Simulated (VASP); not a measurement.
# Nb16H (a cell with a defect) in VASP: single point with PBE

Aim: the single point of Nb16H (a cell with a defect) with PBE.

Everything below comes from runs of VASP 6.6.1. Logs are shortened: lines on timing, memory, paths and dates and some standing lists are left out, and cuts for length are marked.

### Step 1. The cell of the first run

The cell holds a defect, 17 atoms: a = 6.600 Å, b = 6.600 Å, c = 6.600 Å, α = 90.00°, β = 90.00°, γ = 90.00°.

### Step 2. Single point, PBE

INCAR

```
PREC = Accurate
ENCUT = 520
EDIFF = 1E-6
ISMEAR = 0
SIGMA = 0.15
LREAL = Auto
LASPH = True
NELM = 100
ALGO = Normal
ISIF = 2
LWAVE = False
LCHARG = True
GGA = PE
LELF = True
LVHAR = True
NBANDS = 118
```

KPOINTS

```
regular mesh
0
Gamma
  3 3 3
```

POSCAR

```
Nb16H
1.0
    6.6000000000      0.0000000000      0.0000000000
    0.0000000000      6.6000000000      0.0000000000
    0.0000000000      0.0000000000      6.6000000000
Nb H
16 1
Direct
   -0.0016077273     -0.0008237879     -0.0003707576
    0.4978956061      0.0014200000     -0.0018966667
    0.0056515152      0.4964675758      0.0119110606
   -0.0016128788     -0.0008195455      0.4997839394
    0.2535007576      0.2460966667      0.2497063636
    0.5005966667      0.5006596970     -0.0000284848
    0.4978919697      0.0014240909      0.5013009091
    0.7519304545      0.2491857576      0.2497060606
    0.0056474242      0.4964721212      0.4875100000
    0.2508710606      0.7477936364      0.2497057576
    0.2513753030      0.2483534848      0.7497063636
    0.5005924242      0.5006646970      0.4994412121
    0.7495586364      0.7500704545      0.2497056061
    0.7500157576      0.2520666667      0.7497065152
    0.2487889394      0.7501637879      0.7497062121
    0.7420625758      0.7585554545      0.7497053030
    0.9252378788      0.5427183333      0.7497166667
```

Potentials or basis: VASP PAW PBE potentials, release 64 (Nb_sv, H).

Run with:

```bash
cat potpaw_PBE.64/Nb_sv/POTCAR potpaw_PBE.64/H/POTCAR > POTCAR
mpirun -np 1 vasp_std > vasp.out
```

OUTCAR:

```text
PREC = Accurate
   ENCUT = 520
   EDIFF = 1E-6
   ISMEAR = 0
   LREAL = Auto
   LASPH = True
   NELM = 100
   ISIF = 2
   GGA = PE

 ion  position               nearest neighbor table
   1  0.998  0.999  1.000-   8 2.84  16 2.85  13 2.85  15 2.86  14 2.86  11 2.87   5 2.87  10 2.87

   2  0.498  0.001  0.998-  16 2.80   5 2.82  11 2.83  15 2.85  14 2.86  10 2.87   8 2.87  13 2.88

   3  0.006  0.496  0.012-  17 1.84  10 2.80   5 2.81   8 2.82  13 2.85  11 2.88  15 2.89  14 2.91
                            16 3.00
   4  0.998  0.999  0.500-   8 2.84  16 2.85  13 2.85  15 2.86  14 2.86  11 2.87   5 2.87  10 2.87

   5  0.254  0.246  0.250-   3 2.81   9 2.81   7 2.82   2 2.82   6 2.86  12 2.86   1 2.87   4 2.87

   6  0.501  0.501  1.000-  10 2.84  13 2.85  14 2.85  16 2.86   5 2.86  15 2.86  11 2.86   8 2.87

   7  0.498  0.001  0.501-  16 2.80   5 2.82  11 2.83  15 2.85  14 2.86  10 2.87   8 2.87  13 2.88

   8  0.752  0.249  0.250-   3 2.82   9 2.82   4 2.84   1 2.84   6 2.87  12 2.87   7 2.87   2 2.87

   9  0.006  0.496  0.488-  17 1.84  10 2.80   5 2.81   8 2.82  13 2.85  11 2.88  15 2.89  14 2.91
                            16 3.00
  10  0.251  0.748  0.250-   3 2.80   9 2.80  12 2.84   6 2.84   7 2.87   2 2.87   1 2.87   4 2.87

  11  0.251  0.248  0.750-   2 2.83   7 2.83   6 2.86  12 2.86   1 2.87   4 2.87   9 2.88   3 2.88

  12  0.501  0.501  0.499-  10 2.84  13 2.85  14 2.85  16 2.86   5 2.86  15 2.86  11 2.86   8 2.87

  13  0.750  0.750  0.250-   3 2.85   9 2.85   1 2.85   4 2.85   6 2.85  12 2.85   2 2.88   7 2.88

  14  0.750  0.252  0.750-   6 2.85  12 2.85   2 2.86   7 2.86   4 2.86   1 2.86   9 2.91   3 2.91

  15  0.249  0.750  0.750-   2 2.85   7 2.85   1 2.86   4 2.86  12 2.86   6 2.86   9 2.89   3 2.89

  16  0.742  0.759  0.750-  17 1.87   2 2.80   7 2.80   4 2.85   1 2.85  12 2.86   6 2.86   9 3.00
                             3 3.00
  17  0.925  0.543  0.750-   3 1.84   9 1.84  16 1.87

  LATTYP: Found a simple cubic cell.
 ALAT       =     6.6000000000

  Lattice vectors:

 A1 = (   6.6000000000,   0.0000000000,   0.0000000000)
 A2 = (   0.0000000000,   6.6000000000,   0.0000000000)
 A3 = (   0.0000000000,   0.0000000000,   6.6000000000)

Analysis of symmetry for initial positions (statically):
=====================================================================
 Subroutine PRICEL returns:
 Original cell was already a primitive cell.

 Routine SETGRP: Setting up the symmetry group for a
 simple cubic supercell.

 Subroutine GETGRP returns: Found  1 space group operations
 (whereof  1 operations were pure point group operations)
 out of a pool of 48 trial point group operations.

The static configuration has the point symmetry C_1 .

Analysis of symmetry for dynamics (positions and initial velocities):
=====================================================================
 Subroutine PRICEL returns:
 Original cell was already a primitive cell.

 Routine SETGRP: Setting up the symmetry group for a
 simple cubic supercell.

 Subroutine GETGRP returns: Found  1 space group operations
 (whereof  1 operations were pure point group operations)
 out of a pool of 48 trial point group operations.

The dynamic configuration has the point symmetry C_1 .

 Subroutine INISYM returns: Found  1 space group operations
 (whereof  1 operations are pure point group operations),
 and found     1 'primitive' translations

----------------------------------------------------------------------------------------

                                     Primitive cell

  volume of cell :     287.4960

  direct lattice vectors                    reciprocal lattice vectors
     6.600000000  0.000000000  0.000000000     0.151515152  0.000000000  0.000000000
     0.000000000  6.600000000  0.000000000     0.000000000  0.151515152  0.000000000
     0.000000000  0.000000000  6.600000000     0.000000000  0.000000000  0.151515152

  length of vectors
     6.600000000  6.600000000  6.600000000     0.151515152  0.151515152  0.151515152

  position of ions in fractional coordinates (direct lattice)
     0.998392273  0.999176212  0.999629242
     0.497895606  0.001420000  0.998103333
     0.005651515  0.496467576  0.011911061
     0.998387121  0.999180454  0.499783939
     0.253500758  0.246096667  0.249706364
     0.500596667  0.500659697  0.999971515
[... 9 lines left out ...]
     0.742062576  0.758555454  0.749705303
     0.925237879  0.542718333  0.749716667

  ion indices of the primitive-cell ions
   primitive index   ion index
                 1           1
                 2           2
                 3           3
                 4           4
                 5           5
                 6           6
[... 9 lines left out ...]
                16          16
                17          17

----------------------------------------------------------------------------------------

 KPOINTS: regular mesh

Automatic generation of k-mesh.
 Grid dimensions read from file:
 generate k-points for:    3    3    3

 Generating k-lattice:

  Cartesian coordinates                     Fractional coordinates (reciprocal lattice)
     0.050505051  0.000000000  0.000000000     0.333333333  0.000000000  0.000000000
     0.000000000  0.050505051  0.000000000     0.000000000  0.333333333  0.000000000
     0.000000000  0.000000000  0.050505051     0.000000000  0.000000000  0.333333333

  Length of vectors
     0.050505051  0.050505051  0.050505051

  Shift w.r.t. Gamma in fractional coordinates (k-lattice)
     0.000000000  0.000000000  0.000000000

 Subroutine IBZKPT returns following result:
 ===========================================

 Found     14 irreducible k-points:

 Following reciprocal coordinates:
            Coordinates               Weight
  0.000000  0.000000  0.000000      1.000000
  0.333333  0.000000  0.000000      2.000000
  0.000000  0.333333  0.000000      2.000000
  0.000000  0.000000  0.333333      2.000000
  0.333333  0.333333  0.000000      2.000000
  0.000000  0.333333  0.333333      2.000000
  0.333333  0.000000  0.333333      2.000000
 -0.333333  0.333333  0.000000      2.000000
 -0.333333  0.000000  0.333333      2.000000
  0.000000 -0.333333  0.333333      2.000000
  0.333333  0.333333  0.333333      2.000000
 -0.333333  0.333333  0.333333      2.000000
 -0.333333 -0.333333  0.333333      2.000000
  0.333333 -0.333333  0.333333      2.000000
   k-points           NKPTS =     14   k-points in BZ     NKDIM =     14   number of bands    NBANDS=    118
   number of dos      NEDOS =    301   number of ions     NIONS =     17
   total plane-waves  NPLWV = 125000
   dimension x,y,z NGX =    50 NGY =   50 NGZ =   50
   dimension x,y,z NGXF=   100 NGYF=  100 NGZF=  100
   ions per type =              16   1
   NGX,Y,Z   is equivalent  to a cutoff of  12.59, 12.59, 12.59 a.u.
   NGXF,Y,Z  is equivalent  to a cutoff of  25.19, 25.19, 25.19 a.u.
 SYSTEM =  unknown system
   PREC   = accura    normal or accurate (medium, high low for compatibility)
   ISTART =      0    job   : 0-new  1-cont  2-samecut
   ICHARG =      2    charge: 1-file 2-atom 10-const
   ISPIN  =      1    spin polarized calculation?
   LNONCOLLINEAR =      F non collinear calculations
   LSORBIT =      F    spin-orbit coupling
   LASPH  =      T    aspherical Exc in radial PAW
   ENCUT  =  520.0 eV  38.22 Ry    6.18 a.u.  12.27 12.27 12.27*2*pi/ulx,y,z
   NELM   =    100;   NELMIN=  2; NELMDL= -5     # of ELM steps
   EDIFF  = 0.1E-05   stopping-criterion for ELM
   LREAL  =      T    real-space projection
   EDIFFG = 0.1E-04   stopping-criterion for IOM
   NSW    =      0    number of steps for IOM
   IBRION =     -1    ionic relax: 0-MD 1-quasi-New 2-CG
   NFREE  =      0    steps in history (QN), initial steepest desc. (CG)
   ISIF   =      2    stress and relaxation
   ISYM   =      2    0-nonsym 1-usesym 2-fastsym
   POTIM  = 0.5000    time-step for ionic-motion
   TEBEG  =    0.0;   TEEND  =   0.0 temperature during run
   PSTRESS=    0.0 pullay stress
   NELECT =     209.0000    total number of electrons
   NUPDOWN=      -1.0000    fix difference up-down
   EMIN   =  10.00;   EMAX   =-10.00  energy-range for DOS
   EFERMI =   0.00;   METHOD = LEGACY
   ISMEAR =     0;   SIGMA  =   0.15  broadening in eV -4-tet -1-fermi 0-gaus
   EFERMI_NEDOS =   21; number of points for ismear=-14 and -15
   IALGO  =     38    algorithm
   IMIX   =      4    mixing-type and parameters
     AMIX     =   0.40;   BMIX     =  1.00
     AMIX_MAG =   1.60;   BMIX_MAG =  1.00
  volume/ion in A,a.u.               =      16.91       114.12
  Fermi-wavevector in a.u.,A,eV,Ry     =   1.472018  2.781710 29.481589  2.166836
  Thomas-Fermi vector in A             =   2.587083
   LORBIT       =      0    0 simple, 1 ext, 2 COOP (PROOUT), +10 PAW based schemes
   GGA     = PE    functional components
   LHFCALC =     F    Hartree Fock is set to
   AEXX    =    0.0000 exact exchange contribution
   IVDW    =     0    specifies the selected vdW correction
   LEPSILON=     F    determine dielectric tensor
   LRPA    =     F    only Hartree local field effects (RPA)
 non-spin polarized calculation
 Gauss-broadening in eV      SIGMA  =   0.15
  energy-cutoff  :      520.00
  volume of cell :      287.50
 maximum number of plane-waves:      7809
 NGX is ok and might be reduce to    50
   NGX = 25   NGY = 25   NGZ = 25

 number of electron     209.0000019 magnetization

 Free energy of the ion-electron system (eV)
  ---------------------------------------------------
  ext. energy  EPLUGINS =         0.00000000
  ---------------------------------------------------
  free energy    TOTEN  =      -167.37217173 eV

  energy without entropy =     -167.23350165  energy(sigma->0) =     -167.30283669

 E-fermi :  11.2688     XC(G=0): -12.5425

 val. band max:       11.2667356308   @ k =  -0.3333   0.0000   0.3333
 cond. band min:      11.2695445124   @ k =   0.0000  -0.3333   0.3333
 fundamental gap:      0.0028088817
 Fermi energy:        11.2688278326

 k-point     1 :       0.0000    0.0000    0.0000
  band No.  band energies     occupation
      1     -43.0815      2.00000
      2     -42.9065      2.00000
      3     -42.8904      2.00000
      4     -42.8744      2.00000
      5     -42.8519      2.00000
      6     -42.8476      2.00000
[... 108 lines left out ...]
    115      13.5314      0.00000
    116      13.5409      0.00000

 k-point     2 :       0.3333    0.0000    0.0000
  band No.  band energies     occupation
      1     -43.0503      2.00000
      2     -42.9675      2.00000
      3     -42.8976      2.00000
      4     -42.8743      2.00000
      5     -42.8615      2.00000
      6     -42.8444      2.00000
[... 1420 lines left out ...]
 k-point    14 :       0.3333   -0.3333    0.3333
  band No.  band energies     occupation
      1     -42.9994      2.00000
      2     -42.9464      2.00000
      3     -42.9353      2.00000
      4     -42.9193      2.00000
      5     -42.8953      2.00000
      6     -42.8773      2.00000
[... 108 lines left out ...]
    115      13.6707      0.00000
    116      13.6982      0.00000
 [bands above 116 left out]

------------------------ aborting loop because EDIFF is reached ----------------------------------------

  FORCE on cell =-STRESS in cart. coord.  units (eV):
  Direction    XX          YY          ZZ          XY          YZ          ZX
  --------------------------------------------------------------------------------------
  -------------------------------------------------------------------------------------
  Total        3.2731327      3.0672889      6.3644707     -1.0750554     -0.0000177      0.0034710
  in kB       18.2407375     17.0935968     35.4683565     -5.9911421     -0.0000985      0.0193437
  external PRESSURE =      23.6008969 kB  Pullay stress =       0.0000000 kB

 VOLUME and BASIS-vectors are now :
 -----------------------------------------------------------------------------
  energy-cutoff  :      520.00
  volume of cell :      287.50
      direct lattice vectors                 reciprocal lattice vectors
     6.600000000  0.000000000  0.000000000     0.151515152  0.000000000  0.000000000
     0.000000000  6.600000000  0.000000000     0.000000000  0.151515152  0.000000000
     0.000000000  0.000000000  6.600000000     0.000000000  0.000000000  0.151515152

 POSITION                                       TOTAL-FORCE (eV/Angst)
 -----------------------------------------------------------------------------------
      6.58939      6.59456      6.59755         0.004640      0.012364     -0.004237
      3.28611      0.00937      6.58748         0.007198      0.011911      0.001236
      0.03730      3.27669      0.07861         0.029852      0.031498     -0.006118
      6.58935      6.59459      3.29857         0.004590      0.012020      0.004276
      1.67311      1.62424      1.64806         0.014111      0.011688      0.000399
      3.30394      3.30435      6.59981         0.011548      0.009996      0.001092
[... 9 lines left out ...]
      4.89761      5.00647      4.94805         0.019685      0.017920      0.000015
      6.10657      3.58194      4.94813        -0.235548     -0.247652     -0.000562
 -----------------------------------------------------------------------------------
    total drift:                               -0.002653     -0.000472      0.001749

  FREE ENERGIE OF THE ION-ELECTRON SYSTEM (eV)
  ---------------------------------------------------
  free  energy   TOTEN  =      -167.3721717288 eV

  energy  without entropy=     -167.2335016496  energy(sigma->0) =     -167.30283669
```

Wall time 36 min (1 thread of Intel Xeon Platinum 8375C at 2.90GHz (Ice Lake), shared host); peak memory 0.53 GiB.

What came out:

| Property | Result |
| --- | --- |
| Free energy | -167.3722 eV |
| Pressure | 2.4 GPa |
| Largest force | 0.342 eV/Å |
| Band gap on the k mesh | zero (an odd number of electrons rules out a gap without spin polarisation) |

Forces in eV/Å, atoms in the order of the input:
```
Nb   0.005  0.012 -0.004
Nb   0.007  0.012  0.001
Nb   0.030  0.031 -0.006
Nb   0.005  0.012  0.004
Nb   0.014  0.012  0.000
Nb   0.012  0.010  0.001
Nb   0.007  0.012 -0.001
Nb   0.013  0.004  0.000
Nb   0.029  0.031  0.007
Nb   0.027  0.010  0.000
Nb   0.006  0.018  0.000
Nb   0.012  0.010 -0.001
Nb   0.021  0.004  0.001
Nb   0.006  0.024  0.000
Nb   0.021  0.027  0.000
Nb   0.020  0.018  0.000
H   -0.236 -0.248 -0.001
```

Stress tensor (GPa, compression positive):
```
 1.82 -0.60  0.00
-0.60  1.71  0.00
 0.00  0.00  3.55
```
